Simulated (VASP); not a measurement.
**Co: single point with PBE**

Crystal: Co.

```xyz
2
Lattice="2.5682 0.0000 0.0000 -1.2841 2.2241 0.0000 0.0000 0.0000 3.5484" Properties=species:S:1:pos:R:3 pbc="T T T"
Co    0.0000    1.4828    0.8871
Co    1.2841    0.7414    2.6613
```

```yaml
Program: VASP 6.6.1
Task: single point
Functional: PBE
Potentials_or_basis: VASP PAW PBE potentials, release 64 (Co)
Cutoff: 520 eV
k_mesh: 21 × 21 × 12
Occupations: gaussian, width 0.15 eV
Spin: collinear spin, ferromagnetic start
Starting_moments: "[1.86, 1.86] μB"
```

* Pressure: 21.5 GPa
* Net moment: 2.94 μB per cell
* Site moments: Co +1.47 μB
* Valence electrons inside the program's atomic spheres: Co 8.45

Stress tensor (GPa, compression positive):
```
 6.18  0.00  0.00
 0.00  6.18  0.00
 0.00  0.00 52.07
```

Levels at points of the mesh, in eV from the Fermi level:
Spin up:
```
           k point  band 8  band 9  band 10  band 11  band 12  band 13
(0.00, 0.00, 0.00)   -2.19   -1.88    -0.52    -0.52     2.05     9.52
(0.00, 0.00, 0.50)   -2.44   -0.80    -0.80    -0.80    -0.80    19.81
```
Spin down:
```tsv
k point	band 4	band 5	band 6	band 7	band 8	band 9	band 10	band 11	band 12	band 13
(0.00, 0.00, 0.00)	-1.26	-1.02	-1.02	-0.60	-0.60	-0.16	1.05	1.05	2.04	10.40
(0.00, 0.00, 0.50)	-1.67	-1.67	-1.67	-1.02	-1.02	0.82	0.82	0.82	0.82	19.85
```

Wall time 7.9 min on 1 thread of Oxide Virtual Turin-like Processor, with other jobs on the host, peak memory 0.25 GiB.
